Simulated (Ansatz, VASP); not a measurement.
# One calculation of SiC, two programs

```
Si C
1.0
     0.00000    2.02924    2.02924
     2.02924    0.00000    2.02924
     2.02924    2.02924    0.00000
Si C
1 1
Direct
  0.00000 0.00000 0.00000
  0.50000 0.50000 0.50000
```

Alike in both runs: functional PBE; k mesh 16 × 16 × 16; occupations fermi-dirac, width 0.1 eV; no spin polarisation.

Ansatz relaxed the structure, and its values are those at the end. VASP's run is a single point on that final structure, the one shown.

|  | VASP | Ansatz |
| --- | --- | --- |
| version | VASP 6.6.1 | Ansatz 0.2.0 |
| potentials or method | VASP PAW PBE potentials, release 64 (Si, C) | PAW with Ansatz's default frozen-core files, scalar-relativistic |
| plane-wave cutoff (eV) | 600 | 420 |
| valence electrons in the cell | 8 | 8 |

|  | VASP | Ansatz | Ansatz less VASP |
| --- | --- | --- | --- |
| pressure (GPa) | 0.0 | 0.0 | -0.02 |

With one functional, cell and mesh, what is left measures potentials, basis and numerics.
